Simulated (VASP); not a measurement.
Input of a VASP 6.6.1 run:

File INCAR:

```
ALGO = Normal ; EDIFF = 1E-6
ENCUT = 520 ; GGA = PE
ISIF = 2 ; ISMEAR = 0
LASPH = T ; LCHARG = F
LREAL = F ; LWAVE = F
NBANDS = 15 ; NELM = 100
PREC = Accurate ; SIGMA = 0.1
```

KPOINTS

```
k-points
0
Gamma
  4 4 4
```

The input POSCAR:

```
B3As
1.0
    4.1411840718      0.0000000000      0.0000000000
    0.0000000000      4.1411840718      0.0000000000
    0.0000000000      0.0000000000      4.1411840718
B As
3 1
Direct
    0.5000000000      0.0000000000      0.0000000000
    0.0000000000      0.5000000000      0.0000000000
    0.0000000000      0.0000000000      0.5000000000
    0.0000000000      0.0000000000      0.0000000000
```

Potentials or basis: VASP PAW PBE potentials, release 64 (B, As).

The run is started by

```sh
$ cat potpaw_PBE.64/B/POTCAR potpaw_PBE.64/As/POTCAR > POTCAR
$ mpirun -np 1 vasp_std > vasp.out
```

Estimate the pressure.

0.4 GPa.

Estimate the band gap on the k mesh.

zero (band 7 reaches 2.91 eV, above the bottom of band 8 at 1.70 eV).

Caveat: the k points lie up to 0.38 Å⁻¹ apart.
